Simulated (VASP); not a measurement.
Set up this calculation in VASP 6.6.1, as the native input.

```yaml
Task: single point
Functional: PBE
Potentials_or_basis: VASP PAW PBE potentials, release 64 (Ti_sv, C)
Cutoff: 520 eV
k_mesh: 18 × 18 × 18
Occupations: gaussian, width 0.15 eV
Spin: no spin polarisation
Dipole_correction: no
Further_INCAR_settings: ALGO = Normal; EDIFF = 1e-07; NBANDS = 15
```

The structure of TiC lies in POSCAR:

```
TiC
1.0
    0.1217250000      2.1640000000      2.1640000000
    2.1640000000      0.1217250000      2.1640000000
    2.2857250000      2.2857250000      0.0000000000
Ti C
1 1
Direct
    0.0000000000      0.0000000000      0.0000000000
    0.5000000000      0.5000000000      0.5000000000
```

This cell differs from its parent crystal: strain +0.1125 x Voigt [0, 0, 0, 0, 0, 1].

These files were run (other wordings do the same):

INCAR

```
SYSTEM = TiC
PREC     = Accurate       ! precision mode
ENCUT    = 520            ! plane-wave cutoff, eV
EDIFF    = 1E-7           ! SCF threshold, eV
ISMEAR   = 0              ! smearing method
SIGMA    = 0.15           ! smearing width, eV
LREAL    = .FALSE.        ! projectors in reciprocal space
LASPH    = .TRUE.         ! aspherical terms in the spheres
NELM     = 100            ! most SCF steps
ALGO     = Normal         ! electronic algorithm
ISIF     = 2              ! what is computed and relaxed
LWAVE    = .FALSE.        ! write WAVECAR
LCHARG   = .TRUE.         ! write CHGCAR
GGA      = PE             ! functional
LELF     = .TRUE.         ! ELF
LVHAR    = .TRUE.       
NBANDS   = 15             ! bands
```

KPOINTS

```
Automatic mesh
0
G
  18 18 18
  0 0 0
```

Potentials or basis: VASP PAW PBE potentials, release 64 (Ti_sv, C).

Run with:

```bash
$ cat potpaw_PBE.64/Ti_sv/POTCAR potpaw_PBE.64/C/POTCAR > POTCAR
$ mpirun -np 1 vasp_std > vasp.out
```

It gave:

```
Pressure               : 2.0 GPa
Band gap on the k mesh : zero (bands 8 and 9 overlap by 1.53 eV)
```

Caveat: the cell differs from its parent crystal (strain +0.1125 x Voigt [0, 0, 0, 0, 0, 1]).

Run time: 3.5 min on 1 thread of Intel(R) Xeon(R) Platinum 8488C (Sapphire Rapids), on a shared host, peak memory 0.36 GiB.
